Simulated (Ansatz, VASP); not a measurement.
# One calculation of CsBa3, two programs

Contents of INCAR:

```
ALGO = Normal ; EDIFF = 1E-7
ENCUT = 520 ; GGA = PE
ISIF = 2 ; ISMEAR = 0
LASPH = True ; LCHARG = False
LREAL = False ; LWAVE = False
NBANDS = 28 ; NELM = 80
PREC = Accurate ; SIGMA = 0.1
```

KPOINTS

```
k-points
0
Gamma
  4 4 4
```

File POSCAR:

```
CsBa3
1.0
    0.0000000000      5.2212840000      5.2212840000
    5.2212840000      0.0000000000      5.2212840000
    5.2212840000      5.2212840000      0.0000000000
Cs Ba
1 3
Direct
    0.0000000000      0.0000000000      0.0000000000
    0.2500000000      0.2500000000      0.2500000000
    0.7500000000      0.7500000000      0.7500000000
    0.5000000000      0.5000000000      0.5000000000
```

Input for Ansatz:

```yaml
crystal:
  lattice:
    - [0.0, 5.221284, 5.221284]
    - [5.221284, 0.0, 5.221284]
    - [5.221284, 5.221284, 0.0]
  atoms:
    - { symbol: Cs, position: [0.0, 0.0, 0.0] }
    - { symbol: Ba, position: [0.25, 0.25, 0.25] }
    - { symbol: Ba, position: [0.75, 0.75, 0.75] }
    - { symbol: Ba, position: [0.5, 0.5, 0.5] }
basis:
  ecutwfc: 420
kpoints:
  mp_grid: { grid: [4, 4, 4] }
hamiltonian:
  xc: pbe
scf:
  occupations: { method: gaussian, width: 0.1 }
  lower_state_search: "off"
output:
  forces: true
  stress: true
  eigenvalues: true
```

Alike in both runs: task single point; functional PBE; k mesh 4 × 4 × 4; occupations gaussian, width 0.1 eV; no spin polarisation.

|  | VASP | Ansatz |
| --- | --- | --- |
| version | VASP 6.6.1 | Ansatz 0.2.0 |
| potentials or method | VASP PAW PBE potentials, release 64 (Cs_sv, Ba_sv), cutoff 520 eV | scalar-relativistic, plane waves, PAW |
| valence electrons in the cell | 39 | 39 |

```csv
,VASP,Ansatz,Ansatz less VASP
gap on the k mesh at the Fermi level (eV),none,none,-
pressure (GPa),0.1,0.1,-0.02
```

A gap of «none» marks a metal or a gap that the smearing closes.

Spin-orbit coupling is off throughout.
